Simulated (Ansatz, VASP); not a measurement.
# Lu: VASP beside Ansatz

INCAR

```
  PREC = Accurate
  ENCUT = 520
  EDIFF = 1E-7
  ISMEAR = -1
  SIGMA = 0.1
  LREAL = F
  LASPH = T
  NELM = 60
  ALGO = Normal
  ISIF = 2
  LWAVE = F
  LCHARG = T
  GGA = PE
  LELF = T
  LVHAR = T
  NBANDS = 18
```

File KPOINTS:

```
regular mesh
0
Gamma
  15 15 15
```

File POSCAR:

```
Lu
1.0
    0.0000000000      2.3740120599      2.3740120599
    2.3740120599      0.0000000000      2.3740120599
    2.3740120599      2.3740120599      0.0000000000
Lu
1
Direct
    0.0000000000      0.0000000000      0.0000000000
```

Input for Ansatz:

```yaml
crystal:
  lattice:
    - [0.0, 2.3740120599, 2.3740120599]
    - [2.3740120599, 0.0, 2.3740120599]
    - [2.3740120599, 2.3740120599, 0.0]
  atoms:
    - { symbol: Lu, position: [0.0, 0.0, 0.0] }
kpoints:
  mp_grid: { grid: [15, 15, 15] }
scf:
  occupations: { method: fermi_dirac, width: 0.1 }
hamiltonian:
  xc: pbe
  pseudopotentials: { kind: all_electron, lapw: { basis_error: 0.001 } }
output:
  forces: true
  stress: true
  eigenvalues: true
  populations: true
```

Change from the starting cell: volume scaled by 0.92, LAPW.

Alike in both runs: task single point; functional PBE; k mesh 15 × 15 × 15; occupations fermi-dirac, width 0.1 eV; no spin polarisation.

|  | VASP | Ansatz |
| --- | --- | --- |
| version | VASP 6.6.1 | Ansatz 0.2.0 |
| potentials or method | VASP PAW PBE potentials, release 64 (Lu), cutoff 520 eV | all-electron LAPW, scalar-relativistic |

|  | VASP | Ansatz | Ansatz less VASP |
| --- | --- | --- | --- |
| pressure (GPa) | 4.2 | 4.0 | -0.20 |

Ansatz ran all-electron here, and VASP with PAW potentials.

Neither program's run includes spin-orbit coupling.
